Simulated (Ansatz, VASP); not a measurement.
# BaF2 in VASP and in Ansatz

```
Ba F
1.0
     0.00000    3.15791    3.15791
     3.15791    0.00000    3.15791
     3.15791    3.15791    0.00000
Ba F
1 2
Direct
  0.00000 0.00000 0.00000
  0.25000 0.25000 0.25000
  0.75000 0.75000 0.75000
```

Alike in both runs: task single point; functional r2SCAN; k mesh 6 × 6 × 6; no spin polarisation.

|  | VASP | Ansatz |
| --- | --- | --- |
| version | VASP 6.6.1 | Ansatz 0.2.0 |
| potentials or method | VASP PAW PBE potentials, release 64 (Ba_sv, F) | plane waves, PAW |
| plane-wave cutoff (eV) | 660 | 500 |
| occupations | gaussian, width 0.01 eV | fixed |
| valence electrons in the cell | 24 | 24 |

```tsv
	VASP	Ansatz	Ansatz less VASP
gap on the k mesh at the Fermi level (eV)	7.11	7.18	+0.070
pressure (GPa)	-2.4	-3.1	-0.66
```

VASP's potentials were made for PBE, not for r2SCAN.

Neither program's run includes spin-orbit coupling.
